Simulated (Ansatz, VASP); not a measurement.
## Ba: VASP beside Ansatz

```xyz
1
Lattice="1.3700 3.8970 3.8970 3.8970 1.3700 3.8970 3.8970 3.8970 1.3700" Properties=species:S:1:pos:R:3 pbc="T T T"
Ba    0.0000    0.0000    0.0000
```

Alike in both runs: task single point; functional PBEsol; k mesh 14 × 14 × 14; occupations gaussian, width 0.15 eV; no spin polarisation.

|  | VASP | Ansatz |
| --- | --- | --- |
| version | VASP 6.6.1 | Ansatz 0.2.0 |
| potentials or method | VASP PAW PBE potentials, release 64 (Ba_sv), cutoff 520 eV | scalar-relativistic, plane waves, PAW |
| valence electrons in the cell | 10 | 10 |

Ansatz gave:

* gap on the k mesh at the Fermi level (eV): none
* pressure (GPa): 2.4
* traceless stress, the component that is largest in VASP (GPa): -3.17

Question: What did VASP give for the same quantities?

Answer: gap on the k mesh at the Fermi level (eV): none; pressure (GPa): 2.7; traceless stress, the component that is largest in VASP (GPa): -3.32.

VASP's potentials were made for PBE, not for PBEsol. A gap of «none» marks a metal or a gap that the smearing closes.

Spin-orbit coupling is off throughout.
